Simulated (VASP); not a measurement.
# NiO2 (P-3m1) in VASP: notebook

NiO2 is run at these levels: PBEsol; tasks: single point.

Everything below comes from runs of VASP 6.6.1. Logs are shortened: lines on timing, memory, paths and dates and some standing lists are left out, and cuts for length are marked.

## 1. The cell of the first run

Symmetry: P-3m1, No. 164, trigonal system. The conventional cell has a = 2.730 Å, b = 2.730 Å, c = 5.170 Å, α = 90.00°, β = 90.00°, γ = 120.00°. Ni (site symmetry -3m) has 6 O at 1.82 Å within 2.4 Å. O (site symmetry 3m) has 3 Ni at 1.82 Å within 2.4 Å.

## 2. Single point, PBEsol (c/a of the conventional cell at fixed volume 1.8933)

Contents of INCAR:

```
SYSTEM = NiO2
  PREC = Accurate
  ENCUT = 520
  EDIFF = 1E-6
  ISMEAR = 0
  SIGMA = 0.05
  LREAL = .FALSE.
  LASPH = .TRUE.
  NELM = 100
  ALGO = Normal
  ISIF = 2
  LWAVE = .FALSE.
  LCHARG = .FALSE.
  GGA = PS
  NBANDS = 18
```

Contents of KPOINTS:

```
Automatic mesh
0
G
  12 12 6
  0 0 0
```

Contents of POSCAR:

```
NiO2
1.0
    2.7304424938      0.0000000000      0.0000000000
   -1.3652212469      2.3646325632      0.0000000000
    0.0000000000      0.0000000000      5.1695467736
Ni O
1 2
Direct
    0.0000000000      0.0000000000      0.5000000000
    0.6666666667      0.3333333333      0.6750910825
    0.3333333333      0.6666666667      0.3249089175
```

Potentials or basis: VASP PAW PBE potentials, release 64 (Ni, O).

The run is started by

```console
$ cat potpaw_PBE.64/Ni/POTCAR potpaw_PBE.64/O/POTCAR > POTCAR
$ mpirun -np 1 vasp_std > vasp.out
```

OUTCAR:

```text
SYSTEM = NiO2
   PREC = Accurate
   ENCUT = 520
   EDIFF = 1E-6
   ISMEAR = 0
   LREAL = .FALSE.
   LASPH = .TRUE.
   NELM = 100
   ISIF = 2
   GGA = PS

 ion  position               nearest neighbor table
   1  0.000  0.000  0.500-   2 1.82   3 1.82   3 1.82   2 1.82   2 1.82   3 1.82
   2  0.667  0.333  0.675-   1 1.82   1 1.82   1 1.82
   3  0.333  0.667  0.325-   1 1.82   1 1.82   1 1.82

  LATTYP: Found a hexagonal cell.
 ALAT       =     2.7304424938
 C/A-ratio  =     1.8933000000

  Lattice vectors:

 A1 = (   2.7304424938,   0.0000000000,   0.0000000000)
 A2 = (  -1.3652212469,   2.3646325632,   0.0000000000)
 A3 = (   0.0000000000,   0.0000000000,   5.1695467736)

Analysis of symmetry for initial positions (statically):
=====================================================================
 Subroutine PRICEL returns:
 Original cell was already a primitive cell.

 Routine SETGRP: Setting up the symmetry group for a
 hexagonal supercell.

 Subroutine GETGRP returns: Found 12 space group operations
 (whereof 12 operations were pure point group operations)
 out of a pool of 24 trial point group operations.

The static configuration has the point symmetry D_3d.

Analysis of symmetry for dynamics (positions and initial velocities):
=====================================================================
 Subroutine PRICEL returns:
 Original cell was already a primitive cell.

 Routine SETGRP: Setting up the symmetry group for a
 hexagonal supercell.

 Subroutine GETGRP returns: Found 12 space group operations
 (whereof 12 operations were pure point group operations)
 out of a pool of 24 trial point group operations.

The dynamic configuration has the point symmetry D_3d.

 Subroutine INISYM returns: Found 12 space group operations
 (whereof 12 operations are pure point group operations),
 and found     1 'primitive' translations

----------------------------------------------------------------------------------------

                                     Primitive cell

  volume of cell :      33.3771

  direct lattice vectors                    reciprocal lattice vectors
     2.730442494  0.000000000  0.000000000     0.366241004  0.211449342  0.000000000
    -1.365221247  2.364632563  0.000000000     0.000000000  0.422898684  0.000000000
     0.000000000  0.000000000  5.169546774     0.000000000  0.000000000  0.193440556

  length of vectors
     2.730442494  2.730442494  5.169546774     0.422898684  0.422898684  0.193440556

  position of ions in fractional coordinates (direct lattice)
[... 81 lines left out ...]
   EDIFF  = 0.1E-05   stopping-criterion for ELM
   LREAL  =      F    real-space projection
   EDIFFG = 0.1E-04   stopping-criterion for IOM
   NSW    =      0    number of steps for IOM
   IBRION =     -1    ionic relax: 0-MD 1-quasi-New 2-CG
   NFREE  =      0    steps in history (QN), initial steepest desc. (CG)
   ISIF   =      2    stress and relaxation
   ISYM   =      2    0-nonsym 1-usesym 2-fastsym
   POTIM  = 0.5000    time-step for ionic-motion
   TEBEG  =    0.0;   TEEND  =   0.0 temperature during run
   PSTRESS=    0.0 pullay stress
   NELECT =      22.0000    total number of electrons
   NUPDOWN=      -1.0000    fix difference up-down
   EMIN   =  10.00;   EMAX   =-10.00  energy-range for DOS
   EFERMI =   0.00;   METHOD = LEGACY
   ISMEAR =     0;   SIGMA  =   0.05  broadening in eV -4-tet -1-fermi 0-gaus
   EFERMI_NEDOS =   21; number of points for ismear=-14 and -15
   IALGO  =     38    algorithm
   IMIX   =      4    mixing-type and parameters
     AMIX     =   0.40;   BMIX     =  1.00
     AMIX_MAG =   1.60;   BMIX_MAG =  1.00
  volume/ion in A,a.u.               =      11.13        75.08
  Fermi-wavevector in a.u.,A,eV,Ry     =   1.424730  2.692350 27.617874  2.029856
  Thomas-Fermi vector in A             =   2.545190
   LORBIT       =      0    0 simple, 1 ext, 2 COOP (PROOUT), +10 PAW based schemes
   GGA     = PS    functional components
   LHFCALC =     F    Hartree Fock is set to
   AEXX    =    0.0000 exact exchange contribution
   IVDW    =     0    specifies the selected vdW correction
   LEPSILON=     F    determine dielectric tensor
   LRPA    =     F    only Hartree local field effects (RPA)
 non-spin polarized calculation
 Gauss-broadening in eV      SIGMA  =   0.05
  energy-cutoff  :      520.00
  volume of cell :       33.38
 maximum number of plane-waves:       915
   NGX = 11   NGY = 11   NGZ = 19

 number of electron      22.0000005 magnetization

 Free energy of the ion-electron system (eV)
  ---------------------------------------------------
  ext. energy  EPLUGINS =         0.00000000
  ---------------------------------------------------
  free energy    TOTEN  =       -18.65759011 eV

  energy without entropy =      -18.65759011  energy(sigma->0) =      -18.65759011

 E-fermi :   2.3061     XC(G=0): -10.2709

 val. band max:        1.9843886960   @ k =   0.0833  -0.0000   0.5000
 cond. band min:       3.1879156995   @ k =   0.2500   0.0000   0.3333
 fundamental gap:      1.2035270035
 Fermi energy:         2.3060624022

 k-point     1 :       0.0000    0.0000    0.0000
  band No.  band energies     occupation
      1     -18.2612      2.00000
      2     -15.3973      2.00000
      3      -4.1735      2.00000
      4      -4.1735      2.00000
      5      -4.0467      2.00000
      6      -0.3636      2.00000
[... 481 lines left out ...]
      5      -3.5815      2.00000
      6      -1.5263      2.00000
[... 10 lines left out ...]
     17      20.2151      0.00000
     18      21.5736      0.00000

 [... further k-points ...]

------------------------ aborting loop because EDIFF is reached ----------------------------------------

  FORCE on cell =-STRESS in cart. coord.  units (eV):
  Direction    XX          YY          ZZ          XY          YZ          ZX
  --------------------------------------------------------------------------------------
  -------------------------------------------------------------------------------------
  Total        3.2996904      3.2996904      2.1031828      0.0000000     -0.0000000     -0.0000000
  in kB      158.3924993    158.3924993    100.9574631      0.0000000     -0.0000000     -0.0000000
  external PRESSURE =     139.2474872 kB  Pullay stress =       0.0000000 kB

 VOLUME and BASIS-vectors are now :
 -----------------------------------------------------------------------------
  energy-cutoff  :      520.00
  volume of cell :       33.38
      direct lattice vectors                 reciprocal lattice vectors
     2.730442494  0.000000000  0.000000000     0.366241004  0.211449342  0.000000000
    -1.365221247  2.364632563  0.000000000     0.000000000  0.422898684  0.000000000
     0.000000000  0.000000000  5.169546774     0.000000000  0.000000000  0.193440556

 POSITION                                       TOTAL-FORCE (eV/Angst)
 -----------------------------------------------------------------------------------
      0.00000      0.00000      2.58477        -0.000000      0.000000      0.000000
      1.36522      0.78821      3.48991        -0.000000      0.000000      1.212486
     -0.00000      1.57642      1.67963         0.000000      0.000000     -1.212486
 -----------------------------------------------------------------------------------
    total drift:                               -0.000000     -0.000000      0.000000

  FREE ENERGIE OF THE ION-ELECTRON SYSTEM (eV)
  ---------------------------------------------------
  free  energy   TOTEN  =       -18.6575901093 eV

  energy  without entropy=      -18.6575901093  energy(sigma->0) =      -18.65759011
```

OSZICAR:

```text
N       E                     dE             d eps       ncg     rms          rms(c)
DAV:   1     0.171626200885E+03    0.17163E+03   -0.11723E+04  3616   0.145E+03
DAV:   2    -0.104989787501E+02   -0.18213E+03   -0.16920E+03  3874   0.324E+02
DAV:   3    -0.260232672152E+02   -0.15524E+02   -0.15358E+02  4262   0.110E+02
DAV:   4    -0.262237524413E+02   -0.20049E+00   -0.20031E+00  4428   0.127E+01
DAV:   5    -0.262264777766E+02   -0.27253E-02   -0.27251E-02  4224   0.147E+00    0.302E+01
DAV:   6    -0.303668887294E+02   -0.41404E+01   -0.48932E+01  4484   0.171E+02    0.453E+01
DAV:   7    -0.186909257636E+02    0.11676E+02   -0.20246E+01  4394   0.114E+02    0.614E+00
DAV:   8    -0.186737614447E+02    0.17164E-01   -0.21333E+00  4400   0.178E+01    0.344E+00
DAV:   9    -0.186621127865E+02    0.11649E-01   -0.10848E-01  5128   0.824E+00    0.584E-01
DAV:  10    -0.186617191038E+02    0.39368E-03   -0.38753E-02  4252   0.587E+00    0.716E-01
DAV:  11    -0.186575860464E+02    0.41331E-02   -0.57324E-03  4632   0.255E+00    0.966E-02
DAV:  12    -0.186576494260E+02   -0.63380E-04   -0.11225E-03  3916   0.276E-01    0.814E-02
DAV:  13    -0.186575871960E+02    0.62230E-04   -0.27850E-04  4026   0.440E-01    0.106E-02
DAV:  14    -0.186575903931E+02   -0.31971E-05   -0.27437E-05  3874   0.467E-02    0.100E-02
DAV:  15    -0.186575901093E+02    0.28387E-06   -0.33989E-06  3824   0.514E-02
   1 F= -.18657590E+02 E0= -.18657590E+02  d E =-.318241E-21
```

Run time: 2 min. Hardware: 1 thread of AMD EPYC 7R13, shared host; peak memory 0.15 GiB.

What came out:

* Free energy: -18.6576 eV
* Pressure: 13.9 GPa
* Largest force: 1.212 eV/Å
* Band gap on the k mesh: 1.20 eV, indirect (least direct gap 1.49 eV)

Forces in eV/Å, atoms in the order of the input:
```
Ni   0.000  0.000  0.000
O    0.000  0.000  1.212
O    0.000  0.000 -1.212
```

Levels at points of the mesh, in eV from the valence-band top:
```
           k point  band 9  band 10  band 11  band 12  band 13  band 14
(0.00, 0.00, 0.00)   -1.15    -1.15    -0.23     2.55     2.55     7.72
(0.50, 0.00, 0.00)   -1.92    -1.78    -1.06     1.82     2.44    12.78
(0.00, 0.00, 0.50)   -1.15    -1.15    -0.05     2.56     2.56     9.25
(0.50, 0.00, 0.50)   -1.84    -1.79    -1.10     1.82     2.42    12.10
```

Caveat: the PAW data sets were made with another functional, which shifts forces and pressure a little.

## 3. Single point, PBEsol (c/a of the conventional cell at fixed volume 1.7504)

Contents of INCAR:

```
SYSTEM = NiO2
PREC = Accurate
ENCUT = 520
EDIFF = 1E-7
ISMEAR = 0
SIGMA = 0.05
LREAL = .False.
LASPH = .True.
NELM = 100
ALGO = Normal
ISIF = 2
LWAVE = .False.
LCHARG = .False.
GGA = PS
NBANDS = 18
```

Contents of KPOINTS:

```
Automatic mesh
0
Gamma
  12 12 6
  0 0 0
```

Contents of POSCAR:

```
NiO2
1.0
    2.8028105550      0.0000000000      0.0000000000
   -1.4014052775      2.4273051426      0.0000000000
    0.0000000000      0.0000000000      4.9060395955
Ni O
1 2
Direct
    0.0000000000      0.0000000000      0.5000000000
    0.6666666667      0.3333333333      0.6750910825
    0.3333333333      0.6666666667      0.3249089175
```

Potentials or basis: VASP PAW PBE potentials, release 64 (Ni, O).

The run is started by

```console
$ cat potpaw_PBE.64/Ni/POTCAR potpaw_PBE.64/O/POTCAR > POTCAR
$ mpirun -np 1 vasp_std > vasp.out
```

It took 3.1 min on 1 thread of AMD EPYC 7R13, shared host; peak memory 0.16 GiB.

It converged, with:

| Property | Result |
| --- | --- |
| Free energy | -18.6668 eV |
| Pressure | 8.4 GPa |
| Largest force | 1.364 eV/Å |
| Band gap on the k mesh | 1.02 eV, indirect (least direct gap 1.40 eV) |

Forces in eV/Å, atoms in the order of the input:
```
Ni   0.000  0.000  0.000
O    0.000  0.000  1.364
O    0.000  0.000 -1.364
```

Stress tensor (GPa, compression positive):
```
 7.17  0.00  0.00
 0.00  7.17  0.00
 0.00  0.00 10.98
```

Levels at points of the mesh, in eV from the valence-band top:
```
           k point  band 7  band 8  band 9  band 10  band 11  band 12  band 13  band 14  band 15  band 16
(0.00, 0.00, 0.00)   -2.35   -1.34   -1.34    -1.20    -0.21     2.37     2.37     7.41    11.02    13.86
(0.50, 0.00, 0.00)   -3.37   -2.05   -1.95    -1.86    -1.12     1.51     2.30    12.50    12.88    13.76
(0.00, 0.00, 0.50)   -2.35   -1.93   -1.35    -1.35    -0.03     2.38     2.38     9.08     9.99    12.74
(0.50, 0.00, 0.50)   -3.35   -2.05   -1.86    -1.66    -1.16     1.50     2.27    11.65    12.79    14.55
```

Caveat: the PAW data sets were made with another functional, which shifts forces and pressure a little. A k mesh can miss the band edges.
